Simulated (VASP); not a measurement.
# NiO in VASP: settings compared

The runs below take NiO through single point, with r2SCAN, PBE.

All numbers are computed with VASP 6.6.1; they aren't measurements. Logs are shortened: lines on timing, memory, paths and dates and some standing lists are left out, and cuts for length are marked.

## 1. The cell of the first run

It takes space group P6_3/mmc (No. 194, hexagonal). Conventional cell: a = 2.913 Å, b = 2.913 Å, c = 5.055 Å, α = 90.00°, β = 90.00°, γ = 120.00°. Within 2.8 Å of Ni (site symmetry -3m) lie 6 O at 2.10 Å and 2 Ni at 2.53 Å. O (site symmetry -6m2) has 6 Ni at 2.10 Å within 2.8 Å.

## 2. Single point, r2SCAN, collinear spin, antiferromagnetic start

POSCAR reads:

```
NiO
1.0
    2.9130965603      0.0000000000      0.0000000000
   -1.4565482802      2.5228156249      0.0000000000
    0.0000000000      0.0000000000      5.0552182658
Ni O
2 2
Direct
    0.0000000000      0.0000000000      0.0000000000
    0.0000000000      0.0000000000      0.5000000000
    0.3333333333      0.6666666667      0.2499995579
    0.6666666667      0.3333333333      0.7500004421
```

INCAR.step1 reads:

```
PREC = Accurate
ENCUT = 520
ISMEAR = 0
SIGMA = 0.05
LREAL = F
LASPH = T
NELM = 150
ISPIN = 2
MAGMOM = 2 -2 0 0
LMAXMIX = 4
NBANDS = 28
GGA = PE
ALGO = Normal
EDIFF = 1E-4
LWAVE = T
LCHARG = F
```

INCAR.step2 reads:

```
PREC = Accurate
ENCUT = 520
EDIFF = 1E-6
ISMEAR = 0
SIGMA = 0.05
LREAL = F
LASPH = T
NELM = 150
ALGO = Normal
ISIF = 2
LWAVE = F
LCHARG = T
ISPIN = 2
MAGMOM = 2 -2 0 0
LORBIT = 11
LMAXMIX = 4
METAGGA = R2SCAN
LMIXTAU = T
LELF = T
LVHAR = T
NBANDS = 28
ISTART = 1
```

KPOINTS reads:

```
regular mesh
0
Gamma
  12 12 8
```

Potentials or basis: VASP PAW PBE potentials, release 64 (Ni, O).

Started as:

```sh
> cat potpaw_PBE.64/Ni/POTCAR potpaw_PBE.64/O/POTCAR > POTCAR
> cp INCAR.step1 INCAR
> mpirun -np 1 vasp_std > vasp.out
> cp INCAR.step2 INCAR
> mpirun -np 1 vasp_std > vasp.out
```

OUTCAR:

```text
PREC = Accurate
   ENCUT = 520
   EDIFF = 1E-6
   ISMEAR = 0
   LREAL = F
   LASPH = T
   NELM = 150
   ISIF = 2
   ISPIN = 2
   LORBIT = 11
   METAGGA = R2SCAN
   ISTART = 1

 ion  position               nearest neighbor table
   1  0.000  0.000  0.000-   3 2.10   4 2.10   4 2.10   3 2.10   4 2.10   3 2.10   2 2.53   2 2.53

   2  0.000  0.000  0.500-   3 2.10   4 2.10   4 2.10   3 2.10   4 2.10   3 2.10   1 2.53   1 2.53

   3  0.333  0.667  0.250-   1 2.10   1 2.10   1 2.10   2 2.10   2 2.10   2 2.10
   4  0.667  0.333  0.750-   1 2.10   1 2.10   1 2.10   2 2.10   2 2.10   2 2.10

  LATTYP: Found a hexagonal cell.
 ALAT       =     2.9130965603
 C/A-ratio  =     1.7353418128

  Lattice vectors:

 A1 = (   2.9130965603,   0.0000000000,   0.0000000000)
 A2 = (  -1.4565482802,   2.5228156249,   0.0000000000)
 A3 = (   0.0000000000,   0.0000000000,   5.0552182658)

Analysis of symmetry for initial positions (statically):
=====================================================================
 Subroutine PRICEL returns:
 Original cell was already a primitive cell.

 Routine SETGRP: Setting up the symmetry group for a
 hexagonal supercell.

 Subroutine GETGRP returns: Found 24 space group operations
 (whereof 12 operations were pure point group operations)
 out of a pool of 24 trial point group operations.

The static configuration has the point symmetry D_3d.
 The point group associated with its full space group is D_6h.

Analysis of symmetry for dynamics (positions and initial velocities):
=====================================================================
 Subroutine PRICEL returns:
 Original cell was already a primitive cell.

 Routine SETGRP: Setting up the symmetry group for a
 hexagonal supercell.

 Subroutine GETGRP returns: Found 24 space group operations
 (whereof 12 operations were pure point group operations)
 out of a pool of 24 trial point group operations.

The dynamic configuration has the point symmetry D_3d.
 The point group associated with its full space group is D_6h.

Analysis of structural, dynamic, and magnetic symmetry:
=====================================================================
 Subroutine PRICEL returns:
 Original cell was already a primitive cell.

 Routine SETGRP: Setting up the symmetry group for a
 hexagonal supercell.

 Subroutine GETGRP returns: Found 24 space group operations
 (whereof 12 operations were pure point group operations)
 out of a pool of 24 trial point group operations.
[... 132 lines left out ...]
   LHFCALC =     F    Hartree Fock is set to
   AEXX    =    0.0000 exact exchange contribution
   IVDW    =     0    specifies the selected vdW correction
   LEPSILON=     F    determine dielectric tensor
   LRPA    =     F    only Hartree local field effects (RPA)
 spin polarized calculation
 Gauss-broadening in eV      SIGMA  =   0.05
  energy-cutoff  :      520.00
  volume of cell :       37.15
 maximum number of plane-waves:      1039
 NGX is ok and might be reduce to    24
   NGX = 11   NGY = 11   NGZ = 19

 number of electron      31.9999990 magnetization      -0.0000000

 Free energy of the ion-electron system (eV)
  ---------------------------------------------------
  ext. energy  EPLUGINS =         0.00000000
  ---------------------------------------------------
  free energy    TOTEN  =       -40.28595636 eV

  energy without entropy =      -40.28595636  energy(sigma->0) =      -40.28595636

 E-fermi :   6.7384     XC(G=0): -13.2704

 val. band max:        6.5381321805   @ k =   0.2500   0.0000   0.5000
 cond. band min:       8.6857167987   @ k =   0.2500   0.0000   0.3750
 fundamental gap:      2.1475846182
 Fermi energy:         6.7384074391

 spin component 1

 k-point     1 :       0.0000    0.0000    0.0000
  band No.  band energies     occupation
      1     -13.5575      1.00000
      2     -12.3951      1.00000
      3      -0.7190      1.00000
      4       1.8224      1.00000
      5       1.8225      1.00000
      6       3.5639      1.00000
[... 733 lines left out ...]
     27      26.8081      0.00000
     28      29.8910      0.00000

 [... further k-points ...]

 spin component 2

 k-point     1 :       0.0000    0.0000    0.0000
  band No.  band energies     occupation
      1     -13.5575      1.00000
      2     -12.3951      1.00000
      3      -0.7189      1.00000
      4       1.8225      1.00000
      5       1.8226      1.00000
      6       3.5639      1.00000
[... 733 lines left out ...]
     27      26.8086      0.00000
     28      29.9103      0.00000

 [... further k-points ...]

------------------------ aborting loop because EDIFF is reached ----------------------------------------

  FORCE on cell =-STRESS in cart. coord.  units (eV):
  Direction    XX          YY          ZZ          XY          YZ          ZX
  --------------------------------------------------------------------------------------
  -------------------------------------------------------------------------------------
  Total       -0.8904407     -0.8904407     -1.1623928      0.0000000      0.0000000     -0.0000000
  in kB      -38.4003570    -38.4003570    -50.1283229      0.0000000      0.0000000     -0.0000000
  external PRESSURE =     -42.3096790 kB  Pullay stress =       0.0000000 kB

 VOLUME and BASIS-vectors are now :
 -----------------------------------------------------------------------------
  energy-cutoff  :      520.00
  volume of cell :       37.15
      direct lattice vectors                 reciprocal lattice vectors
     2.913096560  0.000000000  0.000000000     0.343277327  0.198191257  0.000000000
    -1.456548280  2.522815625  0.000000000     0.000000000  0.396382514  0.000000000
     0.000000000  0.000000000  5.055218266     0.000000000  0.000000000  0.197815395

 POSITION                                       TOTAL-FORCE (eV/Angst)
 -----------------------------------------------------------------------------------
      0.00000      0.00000      0.00000        -0.000000      0.000000      0.000000
      0.00000      0.00000      2.52761        -0.000000      0.000000      0.000000
     -0.00000      1.68188      1.26380         0.000000      0.000000      0.000000
      1.45655      0.84094      3.79142        -0.000000      0.000000      0.000000
 -----------------------------------------------------------------------------------
    total drift:                               -0.000000      0.000000     -0.000000

  FREE ENERGIE OF THE ION-ELECTRON SYSTEM (eV)
  ---------------------------------------------------
  free  energy   TOTEN  =       -40.2859563577 eV

  energy  without entropy=      -40.2859563576  energy(sigma->0) =      -40.28595636

 total charge

# of ion       s       p       d       tot
------------------------------------------
    1        0.337   0.423   8.203   8.963
    2        0.337   0.423   8.203   8.963
    3        1.561   3.453   0.000   5.014
    4        1.561   3.453   0.000   5.014
--------------------------------------------------
tot          3.796   7.752  16.407  27.955

 magnetization (x)

# of ion       s       p       d       tot
------------------------------------------
    1       -0.003  -0.009   1.560   1.548
    2        0.003   0.009  -1.560  -1.548
    3        0.000   0.000   0.000   0.000
    4        0.000   0.000   0.000   0.000
--------------------------------------------------
tot          0.000   0.000  -0.000  -0.000
```

OUTCAR.step1:

```text
PREC = Accurate
   ENCUT = 520
   ISMEAR = 0
   LREAL = F
[... 1744 lines left out ...]
      0.00000      0.00000      0.00000         0.000000      0.000000      0.000000
      0.00000      0.00000      2.52761         0.000000      0.000000      0.000000
     -0.00000      1.68188      1.26380        -0.000000     -0.000000     -0.000000
      1.45655      0.84094      3.79142         0.000000      0.000000      0.000000
 -----------------------------------------------------------------------------------
    total drift:                               -0.000000      0.000000     -0.000000

  FREE ENERGIE OF THE ION-ELECTRON SYSTEM (eV)
  ---------------------------------------------------
  free  energy   TOTEN  =       -23.3337062321 eV

  energy  without entropy=      -23.3337062321  energy(sigma->0) =      -23.33370623
```

OSZICAR.step1:

```text
N       E                     dE             d eps       ncg     rms          rms(c)
DAV:   1     0.255199806292E+03    0.25520E+03   -0.14548E+04 11120   0.150E+03
DAV:   2    -0.193500912645E+01   -0.25713E+03   -0.22993E+03 10872   0.337E+02
DAV:   3    -0.271225929040E+02   -0.25188E+02   -0.23530E+02 11876   0.114E+02
DAV:   4    -0.276346547190E+02   -0.51206E+00   -0.50994E+00 11564   0.164E+01
DAV:   5    -0.276464841286E+02   -0.11829E-01   -0.11827E-01 13048   0.245E+00    0.207E+01
DAV:   6    -0.257991877221E+02    0.18473E+01   -0.22301E+01 14180   0.857E+01    0.255E+01
DAV:   7    -0.232545217314E+02    0.25447E+01   -0.56565E+00 12464   0.707E+01    0.897E+00
DAV:   8    -0.233554154738E+02   -0.10089E+00   -0.10082E+00 12036   0.858E+00    0.557E+00
DAV:   9    -0.233228040141E+02    0.32611E-01   -0.51134E-02 16964   0.534E+00    0.145E+00
DAV:  10    -0.233351292082E+02   -0.12325E-01   -0.29481E-02 13456   0.233E+00    0.555E-01
DAV:  11    -0.233334894583E+02    0.16397E-02   -0.32076E-03 15268   0.148E+00    0.111E-01
DAV:  12    -0.233337260400E+02   -0.23658E-03   -0.20230E-03 12796   0.347E-01    0.701E-02
DAV:  13    -0.233337062321E+02    0.19808E-04   -0.37626E-05  5624   0.795E-02
   1 F= -.23333706E+02 E0= -.23333706E+02  d E =-.202570E-14  mag=    -0.0000
```

Run time: 4.7 min. Hardware: 1 thread of Intel Xeon 6975P-C (Granite Rapids), shared host; peak memory 0.28 GiB.

Results:

| Quantity | Value |
| --- | --- |
| Free energy | -40.2860 eV |
| Pressure | -4.2 GPa |
| Band gap on the k mesh | 2.15 eV (least direct gap 2.19 eV) |
| Net moment | 0.00 μB per cell |
| Site moments | Ni +1.55, -1.55; O +0.00 μB |
| Valence electrons inside the program's atomic spheres | Ni 8.96; O 5.01 |

Levels at points of the mesh, in eV from the valence-band top:
Spin up:
| k point | band 13 | band 14 | band 15 | band 16 | band 17 | band 18 | band 19 | band 20 |
| --- | --- | --- | --- | --- | --- | --- | --- | --- |
| (0.00, 0.00, 0.00) | -1.62 | -0.57 | -0.57 | -0.14 | 2.88 | 2.88 | 2.93 | 7.54 |
| (0.50, 0.00, 0.00) | -1.04 | -0.40 | -0.33 | -0.27 | 3.04 | 3.08 | 7.89 | 9.86 |
| (0.00, 0.00, 0.50) | -1.00 | -1.00 | -0.12 | -0.12 | 2.69 | 2.69 | 5.60 | 5.88 |
| (0.50, 0.00, 0.50) | -0.47 | -0.45 | -0.43 | -0.35 | 2.71 | 2.93 | 7.61 | 7.80 |
Spin down:
```tsv
k point	band 12	band 13	band 14	band 15	band 16	band 17	band 18	band 19	band 20	band 21
(0.00, 0.00, 0.00)	-1.62	-1.62	-0.57	-0.57	-0.14	2.88	2.88	2.93	7.54	11.08
(0.50, 0.00, 0.00)	-1.22	-1.04	-0.40	-0.33	-0.27	3.04	3.08	7.89	9.86	10.18
(0.00, 0.00, 0.50)	-1.04	-1.00	-1.00	-0.12	-0.12	2.69	2.69	5.60	5.88	13.28
(0.50, 0.00, 0.50)	-1.30	-0.47	-0.45	-0.43	-0.35	2.71	2.93	7.61	7.80	11.94
```

Caveat: the cell stands under tension; the PAW data sets were made with another functional, which shifts forces and pressure a little. A k mesh can miss the band edges.

## 3. Single point, PBE, collinear spin, antiferromagnetic start (atom 2 (Ni) moved 0.02 Å along x)

INCAR reads:

```
PREC = Accurate
ENCUT = 520
EDIFF = 1E-6
ISMEAR = 0
SIGMA = 0.05
LREAL = F
LASPH = T
NELM = 150
ALGO = Normal
ISIF = 2
LWAVE = F
LCHARG = F
ISPIN = 2
MAGMOM = 1.46 -1.46 0 0
LORBIT = 11
LMAXMIX = 4
GGA = PE
NBANDS = 28
```

KPOINTS reads:

```
Automatic mesh
0
Gamma
  12 12 8
```

POSCAR, as its differences from that of step 2:

```diff
@@ -9,3 +9,3 @@
     0.0000000000      0.0000000000      0.0000000000
-    0.0000000000      0.0000000000      0.5000000000
+    0.0068655465      0.0000000000      0.5000000000
     0.3333333333      0.6666666667      0.2499995579
```

Potentials or basis: VASP PAW PBE potentials, release 64 (Ni, O).

Started as:

```sh
> cat potpaw_PBE.64/Ni/POTCAR potpaw_PBE.64/O/POTCAR > POTCAR
> mpirun -np 1 vasp_std > vasp.out
```

OUTCAR:

```text
PREC = Accurate
   ENCUT = 520
   EDIFF = 1E-6
   ISMEAR = 0
   LREAL = F
   LASPH = T
   NELM = 150
   ISIF = 2
   ISPIN = 2
   LORBIT = 11
   GGA = PE

 ion  position               nearest neighbor table
   1  0.000  0.000  0.000-   3 2.10   4 2.10   4 2.10   3 2.10   4 2.10   3 2.10   2 2.53   2 2.53

   2  0.007  0.000  0.500-   3 2.09   4 2.09   4 2.10   3 2.10   4 2.12   3 2.12   1 2.53   1 2.53

   3  0.333  0.667  0.250-   2 2.09   1 2.10   1 2.10   1 2.10   2 2.10   2 2.12
   4  0.667  0.333  0.750-   2 2.09   1 2.10   1 2.10   1 2.10   2 2.10   2 2.12

[... 1722 lines left out ...]
      direct lattice vectors                 reciprocal lattice vectors
     2.913096560  0.000000000  0.000000000     0.343277327  0.198191257  0.000000000
    -1.456548280  2.522815625  0.000000000     0.000000000  0.396382514  0.000000000
     0.000000000  0.000000000  5.055218266     0.000000000  0.000000000  0.197815395

 POSITION                                       TOTAL-FORCE (eV/Angst)
 -----------------------------------------------------------------------------------
      0.00000      0.00000      0.00000        -0.016873      0.000000      0.000000
      0.02000      0.00000      2.52761        -0.098096      0.000000      0.000000
     -0.00000      1.68188      1.26380         0.057484     -0.001513     -0.002865
      1.45655      0.84094      3.79142         0.057484      0.001513      0.002865
 -----------------------------------------------------------------------------------
    total drift:                                0.000087     -0.000001     -0.000000

  FREE ENERGIE OF THE ION-ELECTRON SYSTEM (eV)
  ---------------------------------------------------
  free  energy   TOTEN  =       -23.3327326791 eV

  energy  without entropy=      -23.3327326791  energy(sigma->0) =      -23.33273268

 total charge

# of ion       s       p       d       tot
------------------------------------------
    1        0.334   0.412   8.268   9.014
    2        0.334   0.413   8.268   9.015
    3        1.565   3.386   0.000   4.950
    4        1.565   3.386   0.000   4.950
--------------------------------------------------
tot          3.797   7.596  16.536  27.929

 magnetization (x)

# of ion       s       p       d       tot
------------------------------------------
    1       -0.005  -0.010   1.325   1.310
    2        0.005   0.010  -1.325  -1.310
    3        0.000   0.000   0.000   0.000
    4        0.000   0.000   0.000   0.000
--------------------------------------------------
tot          0.000  -0.000   0.000   0.000
```

OSZICAR:

```text
N       E                     dE             d eps       ncg     rms          rms(c)
DAV:   1     0.256007066301E+03    0.25601E+03   -0.14494E+04 37440   0.150E+03
DAV:   2    -0.173311460398E+01   -0.25774E+03   -0.23052E+03 36916   0.337E+02
DAV:   3    -0.270138149797E+02   -0.25281E+02   -0.23555E+02 39668   0.114E+02
DAV:   4    -0.275318532765E+02   -0.51804E+00   -0.51561E+00 38796   0.165E+01
DAV:   5    -0.275437770096E+02   -0.11924E-01   -0.11922E-01 43472   0.246E+00    0.205E+01
DAV:   6    -0.257132461554E+02    0.18305E+01   -0.20464E+01 48036   0.840E+01    0.248E+01
DAV:   7    -0.232705206879E+02    0.24427E+01   -0.54575E+00 41316   0.688E+01    0.908E+00
DAV:   8    -0.233539168244E+02   -0.83396E-01   -0.92544E-01 42384   0.914E+00    0.551E+00
DAV:   9    -0.233211440184E+02    0.32773E-01   -0.64992E-02 56580   0.670E+00    0.166E+00
DAV:  10    -0.233353267009E+02   -0.14183E-01   -0.40490E-02 49256   0.303E+00    0.778E-01
DAV:  11    -0.233323797990E+02    0.29469E-02   -0.63774E-03 51808   0.231E+00    0.147E-01
DAV:  12    -0.233328008615E+02   -0.42106E-03   -0.37335E-03 53060   0.831E-01    0.133E-01
DAV:  13    -0.233327358297E+02    0.65032E-04   -0.20704E-04 53456   0.453E-01    0.636E-02
DAV:  14    -0.233327281611E+02    0.76687E-05   -0.96526E-05 46844   0.103E-01    0.297E-02
DAV:  15    -0.233327322935E+02   -0.41325E-05   -0.11251E-05 39380   0.642E-02    0.168E-02
DAV:  16    -0.233327326791E+02   -0.38551E-06   -0.54158E-06 42012   0.389E-02
   1 F= -.23332733E+02 E0= -.23332733E+02  d E =-.211145E-14  mag=    -0.0000
```

Wall time 21 min (1 thread of Oxide Virtual Turin-like, shared host); peak memory 0.51 GiB.

What came out:

```yaml
Free_energy: -23.3327 eV
Pressure: -0.3 GPa
Largest_force: 0.098 eV/Å
Band_gap_on_the_k_mesh: 0.75 eV (least direct gap 0.84 eV)
Net_moment: 0.00 μB per cell
Site_moments: Ni +1.31, -1.31; O +0.00 μB
Valence_electrons_inside_the_program's_atomic_spheres: Ni 9.01, 9.02; O 4.95
```

Forces on the atoms (eV/Å):
```
Ni  -0.017  0.000  0.000
Ni  -0.098  0.000  0.000
O    0.057 -0.002 -0.003
O    0.057  0.002  0.003
```

Caveat: the cell differs from its parent crystal (atom 2 (Ni) moved 0.02 Å along x). A k mesh can miss the band edges.
